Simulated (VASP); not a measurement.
# As (I2_13) in VASP: notebook, part 2 of 2

VASP 6.6.1. The steps go on from the part before.

## Step 3: Single point, PBE

This run uses another cell than the first one, of 24.13 Å³/atom.

INCAR reads:

```
  PREC = Accurate
  ENCUT = 520
  EDIFF = 1E-7
  ISMEAR = 0
  SIGMA = 0.1
  LREAL = F
  LASPH = T
  NELM = 60
  ALGO = Normal
  ISIF = 2
  LWAVE = F
  LCHARG = T
  GGA = PE
  LELF = T
  LVHAR = T
  NBANDS = 18
```

KPOINTS reads:

```
regular mesh
0
Gamma
  4 4 4
```

POSCAR reads:

```
As
1.0
   -2.8897076105      2.8897076105      2.8897076105
    2.8897076105     -2.8897076105      2.8897076105
    2.8897076105      2.8897076105     -2.8897076105
As
4
Direct
    0.0698485237      0.0698485237      0.0698485237
    0.5000000000      0.0000000000      0.4301514763
    0.0000000000      0.4301514763      0.5000000000
    0.4301514763      0.5000000000      0.0000000000
```

Potentials or basis: VASP PAW PBE potentials, release 64 (As).

Run with:

```bash
cat potpaw_PBE.64/As/POTCAR > POTCAR
mpirun -np 1 vasp_std > vasp.out
```

It took 11 s on 1 thread of AMD EPYC 9R45 (Zen 5), shared host; peak memory 0.19 GiB.

The run converged. Its results:

- Free energy: -18.5981 eV
- Pressure: 0.2 GPa
- Largest force: 0.034 eV/Å
- Band gap on the k mesh: 1.41 eV (least direct gap 1.57 eV)

Forces in eV/Å, atoms in the order of the input:
```
As  -0.019 -0.019 -0.019
As   0.019  0.019 -0.019
As   0.019 -0.019  0.019
As  -0.019  0.019  0.019
```

Levels at points of the mesh, in eV from the valence-band top:
| k point | band 6 | band 7 | band 8 | band 9 | band 10 | band 11 | band 12 | band 13 | band 14 | band 15 |
| --- | --- | --- | --- | --- | --- | --- | --- | --- | --- | --- |
| (0.00, 0.00, 0.00) | -3.47 | -2.66 | -2.66 | -2.66 | -2.17 | 2.28 | 2.28 | 2.28 | 5.96 | 5.96 |
| (0.50, 0.00, 0.00) | -3.49 | -1.65 | -1.52 | -0.44 | -0.37 | 1.41 | 1.96 | 2.96 | 3.29 | 4.60 |
| (0.50, 0.50, 0.50) | -4.91 | -4.91 | -0.91 | -0.91 | -0.91 | 4.43 | 4.43 | 4.43 | 5.11 | 6.02 |

A k mesh can miss the band edges.

## Step 4: Relaxation of cell and atoms, PBE

INCAR reads:

```
SYSTEM = As
ALGO     = Normal         ! electronic algorithm
EDIFF    = 1E-7           ! SCF threshold, eV
EDIFFG   = -0.04          ! ionic threshold
ENCUT    = 600            ! plane-wave cutoff, eV
GGA      = PE             ! functional
IBRION   = 2              ! ionic algorithm
ISIF     = 3              ! what is computed and relaxed
ISMEAR   = 0              ! smearing method
LASPH    = .True.         ! aspherical terms in the spheres
LCHARG   = .False.        ! write CHGCAR
LREAL    = .False.        ! projectors in reciprocal space
LWAVE    = .False.        ! write WAVECAR
NELM     = 100            ! most SCF steps
NSW      = 90             ! ionic steps
PREC     = Accurate       ! precision mode
SIGMA    = 0.1            ! smearing width, eV
```

KPOINTS reads:

```
k-points
0
Gamma
  4 4 4
  0 0 0
```

POSCAR reads:

```
As
1.0
   -2.7483155000      2.7483155000      2.7483155000
    2.7483155000     -2.7483155000      2.7483155000
    2.7483155000      2.7483155000     -2.7483155000
As
4
Direct
    0.1433936700      0.1433936700      0.1433936700
    0.5000000000      0.0000000000      0.3566063300
    0.0000000000      0.3566063300      0.5000000000
    0.3566063300      0.5000000000      0.0000000000
```

Run with:

```bash
cat potpaw_PBE.64/As/POTCAR > POTCAR
mpirun -np 1 vasp_std > vasp.out
```

Wall time 92 s (1 thread of AMD EPYC 9R45 (Zen 5), shared host); peak memory 0.2 GiB.

It converged, with:

- Free energy: -18.5982 eV
- Relaxed volume: 24.22 Å³/atom
- Relaxed cell: a = 5.011 Å, b = 5.011 Å, c = 5.011 Å, α = 109.47°, β = 109.47°, γ = 109.47°
- Space group after relaxing (to 0.1 Å): I2_13 (No. 199)
- Energy gained by relaxing: 1478.6 meV/atom
- Ionic steps: 13
- Pressure after relaxing: 0.0 GPa
- Band gap on the k mesh: 1.40 eV (least direct gap 1.56 eV)

The path:
```csv
step,energy change (eV),largest force (eV/Å),pressure (GPa),volume (Å³)
1,0.0000,6.0133,48.20,83.03
2,-1.8650,1.8131,-9.34,182.97
3,-5.4687,0.2655,-3.29,122.71
4,-5.5044,0.4744,-2.20,119.93
5,-5.5130,0.6706,-1.13,117.49
6,-5.5127,0.6069,-1.48,118.26
7,-5.6050,0.5207,-1.51,115.43
8,-5.8150,0.2316,-1.50,107.19
9,-5.8543,0.3994,-0.13,91.91
10,-5.9092,0.0785,-0.96,98.86
11,-5.9103,0.1122,-0.90,98.14
12,-5.8914,0.2839,2.29,93.99
13,-5.9145,0.0013,-0.01,96.87
```

Final structure:
```
CELL_PARAMETERS angstrom
-2.89317 2.89317 2.89317
2.89317 -2.89317 2.89317
2.89317 2.89317 -2.89317
ATOMIC_POSITIONS crystal
As 0.06971 0.06971 0.06971
As 0.50000 0.00000 0.43029
As 0.00000 0.43029 0.50000
As 0.43029 0.50000 0.00000
```

Levels at points of the mesh, in eV from the valence-band top:
```tsv
k point	band 7	band 8	band 9	band 10	band 11	band 12	band 13	band 14
(0.00, 0.00, 0.00)	-2.65	-2.65	-2.65	-2.16	2.28	2.28	2.28	5.95
(0.50, 0.00, 0.00)	-1.65	-1.51	-0.43	-0.37	1.40	1.95	2.95	3.28
(0.50, 0.50, 0.50)	-4.89	-0.91	-0.91	-0.91	4.42	4.42	4.42	5.09
```

Caveat: the volume moved by over 15 % at a fixed basis, so the end points are rough. A k mesh can miss the band edges.

## Step 5: Single point, PBE

This run uses another cell than the first one, of 24.51 Å³/atom.

INCAR reads:

```
SYSTEM = As
ALGO = Normal
EDIFF = 1E-7
ENCUT = 520
GGA = PE
ISIF = 2
ISMEAR = 0
LASPH = .TRUE.
LCHARG = .FALSE.
LREAL = .FALSE.
LWAVE = .FALSE.
NBANDS = 18
NELM = 60
PREC = Accurate
SIGMA = 0.02
```

KPOINTS reads:

```
k-points
0
G
  8 8 8
  0 0 0
```

POSCAR reads:

```
As
1.0
   -2.9048385124      2.9048385124      2.9048385124
    2.9048385124     -2.9048385124      2.9048385124
    2.9048385124      2.9048385124     -2.9048385124
As
4
Direct
    0.0729483895      0.0729483895      0.0729483895
    0.5000000000      0.0000000000      0.4270516105
    0.0000000000      0.4270516105      0.5000000000
    0.4270516105      0.5000000000      0.0000000000
```

Run with:

```bash
cat potpaw_PBE.64/As/POTCAR > POTCAR
mpirun -np 1 vasp_std > vasp.out
```

Run time: 33 s. Hardware: 1 thread of AMD EPYC 9R45 (Zen 5), shared host; peak memory 0.21 GiB.

Results (log left out):

| Item | Value |
| --- | --- |
| Free energy | -18.5446 eV |
| Pressure | 0.2 GPa |
| Largest force | 0.048 eV/Å |
| Band gap on the k mesh | 0.81 eV (least direct gap 1.38 eV) |

Forces on the atoms (eV/Å):
```
As  -0.028 -0.028 -0.028
As   0.028  0.028 -0.028
As   0.028 -0.028  0.028
As  -0.028  0.028  0.028
```

Levels at points of the mesh, in eV from the valence-band top:
```tsv
k point	band 6	band 7	band 8	band 9	band 10	band 11	band 12	band 13	band 14	band 15
(0.00, 0.00, 0.00)	-3.79	-2.93	-2.93	-2.93	-2.39	1.91	1.91	1.91	5.71	5.71
(0.50, 0.00, 0.00)	-3.82	-1.97	-1.88	-0.80	-0.70	1.14	1.63	2.65	3.01	4.19
(0.50, 0.50, 0.50)	-5.16	-5.16	-1.22	-1.22	-1.22	4.00	4.00	4.00	4.62	5.62
```

A k mesh can miss the band edges.

## Step 6: Single point, PBE

This run uses another cell than the first one: it holds 8 atoms, not 4.

INCAR reads:

```
ALGO = Normal
EDIFF = 1E-7
ENCUT = 520
GGA = PE
ISIF = 2
ISMEAR = 0
LASPH = True
LCHARG = False
LREAL = False
LWAVE = False
NBANDS = 30
NELM = 60
PREC = Accurate
SIGMA = 0.1
```

KPOINTS reads:

```
k-points
0
Gamma
  4 4 2
```

POSCAR reads:

```
As
1.0
   -2.9048385124      2.9048385124      2.9048385124
    2.9048385124     -2.9048385124      2.9048385124
    5.8096770248      5.8096770248      0.0000000000
As
8
Direct
    0.0364741947      0.0364741947      0.0364741947
    0.5364741947      0.5364741947      0.5364741947
    0.2864741947      0.7864741947      0.2135258053
    0.7864741947      0.2864741947      0.7135258053
    0.7500000000      0.1770516105      0.2500000000
    0.2500000000      0.6770516105      0.7500000000
    0.4270516105      0.5000000000      1.0000000000
    0.9270516105      0.0000000000      0.5000000000
```

Potentials or basis: VASP PAW PBE potentials, release 64 (As).

Run with:

```bash
cat potpaw_PBE.64/As/POTCAR > POTCAR
mpirun -np 1 vasp_std > vasp.out
```

Run time: 44 s. Hardware: 1 thread of AMD EPYC 9R45 (Zen 5), shared host; peak memory 0.28 GiB.

The run converged. Its results:

| Property | Result |
| --- | --- |
| Free energy | -37.1371 eV |
| Pressure | 0.1 GPa |
| Largest force | 0.127 eV/Å |
| Band gap on the k mesh | 1.18 eV |

Forces in eV/Å, atoms in the order of the input:
```
As   0.031 -0.081 -0.093
As   0.031 -0.081 -0.093
As  -0.031  0.081 -0.093
As  -0.031  0.081 -0.093
As  -0.013  0.005  0.093
As  -0.013  0.005  0.093
As   0.013 -0.005  0.093
As   0.013 -0.005  0.093
```

Levels at points of the mesh, in eV from the valence-band top:
| k point | band 16 | band 17 | band 18 | band 19 | band 20 | band 21 | band 22 | band 23 | band 24 | band 25 |
| --- | --- | --- | --- | --- | --- | --- | --- | --- | --- | --- |
| (0.00, 0.00, 0.00) | -2.13 | -1.71 | -1.62 | -0.55 | -0.44 | 1.40 | 1.89 | 2.17 | 2.17 | 2.17 |
| (0.50, 0.00, 0.00) | -1.78 | -0.67 | -0.67 | -0.44 | -0.44 | 1.54 | 1.54 | 2.23 | 2.23 | 2.97 |
| (0.50, 0.50, 0.00) | -0.96 | -0.96 | -0.96 | -0.54 | -0.44 | 1.40 | 1.89 | 2.91 | 3.26 | 4.26 |
| (0.00, 0.00, 0.50) | -2.34 | -1.99 | -1.99 | -0.81 | -0.81 | 1.73 | 1.73 | 2.03 | 2.03 | 3.04 |
| (0.50, 0.00, 0.50) | -1.62 | -0.55 | -0.54 | -0.44 | -0.44 | 1.40 | 1.40 | 1.89 | 1.89 | 2.91 |
| (0.50, 0.50, 0.50) | -1.69 | -0.64 | -0.64 | -0.34 | -0.34 | 2.70 | 2.70 | 3.74 | 3.74 | 4.03 |

A k mesh can miss the band edges.

## Step 7: Overview

| task | cell | k mesh | cutoff (eV) | smearing | gap on the mesh (eV) | pressure (GPa) | largest force (eV/Å) |
| --- | --- | --- | --- | --- | --- | --- | --- |
| single point | a = 4.760 Å, angles 109.5°, 4 atoms, atomic positions A | 4 × 4 × 4 | 520 | gaussian 0.1 eV | 1.43 | 48.2 | 6.01 |
| single point | a = 5.005 Å, angles 109.5°, 4 atoms, atomic positions B | 4 × 4 × 4 | 520 | gaussian 0.1 eV | 1.41 | 0.2 | 0.03 |
| relaxation of cell and atoms | relaxed from a = 4.760 Å, angles 109.5°, 4 atoms, atomic positions A | 4 × 4 × 4 | 600 | gaussian 0.1 eV | 1.40 | 0.0 | - |
| single point | a = 5.031 Å, angles 109.5°, 4 atoms, atomic positions C | 8 × 8 × 8 | 520 | gaussian 0.02 eV | 0.81 | 0.2 | 0.05 |
| single point | a = 5.031, b = 5.031, c = 8.216 Å, angles 90.0, 90.0, 109.5°, 8 atoms, atomic positions D | 4 × 4 × 2 | 520 | gaussian 0.1 eV | 1.18 | 0.1 | 0.13 |

Alike in all rows: level PBE; potentials or basis VASP PAW PBE potentials, release 64 (As); no spin polarisation.

Caveats: the cell stands under pressure (at least some runs); forces of over 1 eV/Å act on the atoms, so gaps and moduli don't describe the material at rest (at least some runs); the volume moved by over 15 % at a fixed basis, so the end points are rough (at least some runs).

Absolute energies hang on the potentials; compare differences alone.
